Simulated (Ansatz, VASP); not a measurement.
**Fe in VASP and in Ansatz**

```
Fe
1.0
     2.38447    0.00000    0.00000
    -1.19223    2.06501    0.00000
     0.00000    0.00000    3.76351
Fe
2
Direct
  0.33333 0.66667 0.25000
  0.66667 0.33333 0.75000
```

Change from the starting cell: volume scaled by 0.94, PAW files.

Alike in both runs: task electric field gradients; functional PBEsol; k mesh 17 × 17 × 10; occupations fermi-dirac, width 0.08 eV; no spin polarisation.

|  | VASP | Ansatz |
| --- | --- | --- |
| version | VASP 6.6.1 | Ansatz 0.2.0 |
| potentials or method | VASP PAW PBE potentials, release 64 (Fe) | PAW with Ansatz's default frozen-core files, scalar-relativistic |
| plane-wave cutoff (eV) | 520 | 420 |
| valence electrons in the cell | 16 | 32 |

|  | VASP | Ansatz | Ansatz less VASP |
| --- | --- | --- | --- |
| pressure (GPa) | 20.9 | 21.5 | +0.60 |
| traceless stress, the component that is largest in VASP (GPa) | 1.17 | 1.36 | +0.182 |
| size of Vzz on the site where it differs most (V/Å²) | 9.1 | 4.3 | -4.83 |

VASP's potentials were made for PBE, not for PBEsol. VASP's potentials hold 16 valence electrons a cell and Ansatz's 32, so a difference there can come from the potentials and not from the codes.
